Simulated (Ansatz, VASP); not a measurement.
Two plane-wave programs on BaTiO3

INCAR

```
ALGO = Normal ; EDIFF = 1E-6
EDIFFG = -0.01 ; ENCUT = 600
GGA = PS ; IBRION = 2
ISIF = 3 ; ISMEAR = -1
LASPH = True ; LCHARG = False
LREAL = False ; LWAVE = False
NELM = 100 ; NSW = 60
PREC = Accurate ; SIGMA = 0.05
```

The input KPOINTS:

```
k-points
0
Gamma
  7 7 7
```

File POSCAR:

```
BaTiO3
1.0
    3.9855000000      0.0000000000      0.0000000000
    0.0000000000      2.8369000000      2.8451500000
    0.0000000000     -2.8369000000      2.8451500000
Ba Ti O
1 1 3
Direct
    0.0000000000      0.0000000000      0.0000000000
    0.5000000000      0.5124000000      0.5124000000
    0.5000000000      0.9918400000      0.5052400000
    0.5000000000      0.5052400000      0.9918400000
    0.0000000000      0.4874000000      0.4874000000
```

File input.yaml:

```yaml
crystal:
  lattice:
    - [3.9855, 0.0, 0.0]
    - [0.0, 2.8369, 2.84515]
    - [0.0, -2.8369, 2.84515]
  atoms:
    - { symbol: Ba, position: [0.0, 0.0, 0.0] }
    - { symbol: Ti, position: [0.5, 0.5124, 0.5124] }
    - { symbol: O, position: [0.5, 0.99184, 0.50524] }
    - { symbol: O, position: [0.5, 0.50524, 0.99184] }
    - { symbol: O, position: [0.0, 0.4874, 0.4874] }
hamiltonian:
  xc: pbesol
  pseudopotentials: { kind: paw }
kpoints:
  mp_grid: { grid: [7, 7, 7] }
scf:
  occupations: { method: fermi_dirac, width: 0.05 }
output:
  forces: true
  stress: true
  eigenvalues: true
relax:
  f_tol: 0.01
  max_steps: 40
  cell: { stress_tol: 0.05 }
```

Alike in both runs: task relaxation of cell and atoms; functional PBEsol; k mesh 7 × 7 × 7; occupations fermi-dirac, width 0.05 eV; no spin polarisation.

```csv
,VASP,Ansatz
version,VASP 6.6.1,Ansatz 0.2.0
potentials or method,"VASP PAW PBE potentials, release 64 (Ba_sv, Ti_sv, O)",Ansatz PAW
plane-wave cutoff (eV),600,420
valence electrons in the cell,40,40
```

VASP gave:

```
gap on the k mesh at the Fermi level, each at its own relaxed structure (eV) : 2.18
relaxed volume (Å³/atom)                                                     : 12.83
relaxed cell length with the largest relative difference (Å)                 : 4.025
```

**Question.** Estimate Ansatz's values.

**Answer.** gap on the k mesh at the Fermi level, each at its own relaxed structure (eV): 2.23; relaxed volume (Å³/atom): 12.69; relaxed cell length with the largest relative difference (Å): 4.007.

VASP's potentials were made for PBE, not for PBEsol.

Spin-orbit coupling is off throughout. Noted on Ansatz's run: odd divisions of the mesh miss points on the zone boundary, where band edges often lie, so the gap on the mesh can be too wide; the plane-wave basis is chosen anew once the cell has moved, so the energies of steps on either side of that aren't comparable.
